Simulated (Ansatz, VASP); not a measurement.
HfO2 in VASP and in Ansatz

File INCAR:

```
PREC = Accurate ; ENCUT = 520
EDIFF = 1E-6 ; ISMEAR = 0
SIGMA = 0.05 ; LREAL = F
LASPH = T ; NELM = 60
ALGO = Normal ; ISIF = 2
LWAVE = F ; LCHARG = F
GGA = PS ; NBANDS = 18
```

Contents of KPOINTS:

```
regular mesh
0
Gamma
  8 8 8
```

POSCAR

```
HfO2
1.0
    0.0000000000      2.4164666237      2.4164666237
    2.4164666237      0.0000000000      2.4164666237
    2.4164666237      2.4164666237      0.0000000000
Hf O
1 2
Direct
    0.0000000000      0.0000000000      0.0000000000
    0.2500000000      0.2500000000      0.2500000000
    0.7500000000      0.7500000000      0.7500000000
```

Input for Ansatz:

```yaml
crystal:
  lattice:
    - [0.0, 2.4164666237, 2.4164666237]
    - [2.4164666237, 0.0, 2.4164666237]
    - [2.4164666237, 2.4164666237, 0.0]
  atoms:
    - { symbol: Hf, position: [0.0, 0.0, 0.0] }
    - { symbol: O, position: [0.25, 0.25, 0.25] }
    - { symbol: O, position: [0.75, 0.75, 0.75] }
basis:
  ecutwfc: 520.0
kpoints:
  mp_grid: { grid: [8, 8, 8] }
hamiltonian:
  xc: pbesol
scf:
  occupations: { method: gaussian, width: 0.05 }
output:
  forces: true
  stress: true
  eigenvalues: true
```

Alike in both runs: task single point; functional PBEsol; k mesh 8 × 8 × 8; occupations gaussian, width 0.05 eV; no spin polarisation.

```csv
,VASP,Ansatz
version,VASP 6.6.1,Ansatz 0.2.0
potentials or method,"VASP PAW PBE potentials, release 64 (Hf_pv, O), cutoff 520 eV","scalar-relativistic, plane waves, PAW"
valence electrons in the cell,22,38
```

Ansatz gave:

| Item | Value |
| --- | --- |
| gap on the k mesh at the Fermi level (eV) | 3.97 |
| least direct gap on the mesh (eV) | 3.97 |

Which values does VASP return?

gap on the k mesh at the Fermi level (eV): 4.04; least direct gap on the mesh (eV): 4.04.

VASP's potentials were made for PBE, not for PBEsol. The functional is the same, so the differences come from potentials, cutoffs and numerics. VASP's potentials hold 22 valence electrons a cell and Ansatz's 38, so a difference there can come from the potentials and not from the codes.

Neither program's run includes spin-orbit coupling.
